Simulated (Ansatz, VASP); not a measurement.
WCl: VASP beside Ansatz

```
CELL_PARAMETERS angstrom
2.91598 0.00000 0.00000
-1.45799 2.52532 0.00000
0.00000 0.00000 8.77140
ATOMIC_POSITIONS crystal
W 0.00000 0.00000 0.50000
W 0.00000 0.00000 0.00000
Cl 0.66667 0.33333 0.75000
Cl 0.33333 0.66667 0.25000
```

Alike in both runs: functional PBE; k mesh 6 × 6 × 3; occupations gaussian, width 0.2 eV; no spin polarisation.

Ansatz relaxed the structure, and its values are those at the end. VASP's run is a single point on that final structure, the one shown.

|  | VASP | Ansatz |
| --- | --- | --- |
| version | VASP 6.6.1 | Ansatz 0.2.0 |
| potentials or method | VASP PAW PBE potentials, release 64 (W_sv, Cl), cutoff 500 eV | scalar-relativistic, plane waves, PAW |
| valence electrons in the cell | 42 | 42 |

VASP gave:

| Property | Result |
| --- | --- |
| gap on the k mesh at the Fermi level (eV) | none |
| pressure (GPa) | 0.3 |

Problem. Which values does Ansatz return?

Solution. gap on the k mesh at the Fermi level (eV): none; pressure (GPa): 0.1.

A gap of «none» marks a metal or a gap that the smearing closes.

The k mesh is coarse, so the values compare programs but aren't converged. Neither program's run includes spin-orbit coupling.
